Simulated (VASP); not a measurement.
Na4Au, 5 atoms in the cell. It takes space group Im-3m (No. 229, cubic). The conventional cell has a = 6.961 Å, b = 6.961 Å, c = 6.961 Å, α = 90.00°, β = 90.00°, γ = 90.00°. Na (site symmetry -3m) has 2 Au at 3.01 Å and 6 Na at 3.48 Å within 4.0 Å. Within 4.0 Å of Au (site symmetry m-3m) lie 8 Na at 3.01 Å. The cell was generated, and may not be a known phase.

```yaml
Program: VASP 6.6.1
Task: relaxation of cell and atoms
Functional: PBE
Potentials_or_basis: VASP PAW PBE potentials, release 64 (Na_pv, Au)
Cutoff: 600 eV
k_mesh: 8 × 8 × 8
Occupations: gaussian, width 0.1 eV
Spin: no spin polarisation
Dipole_correction: no
Further_INCAR_settings: ALGO = Fast; EDIFF = 1e-06; IBRION = 2; EDIFFG = -0.01; NSW = 100; ISIF = 3
```

Potentials or basis: VASP PAW PBE potentials, release 64 (Na_pv, Au).

The run is started by

```bash
$ cat potpaw_PBE.64/Na_pv/POTCAR potpaw_PBE.64/Au/POTCAR > POTCAR
$ mpirun -np 1 vasp_std > vasp.out
```

Hardware: 1 thread of Oxide Virtual Turin-like Processor (shared host).

**Question.** Estimate the wall time of this run.

**Answer.** Wall time 4.9 min on 1 thread of Oxide Virtual Turin-like Processor, on a shared host, peak memory 0.36 GiB. Counts: scf iterations 14, k points 29, ion steps 1.
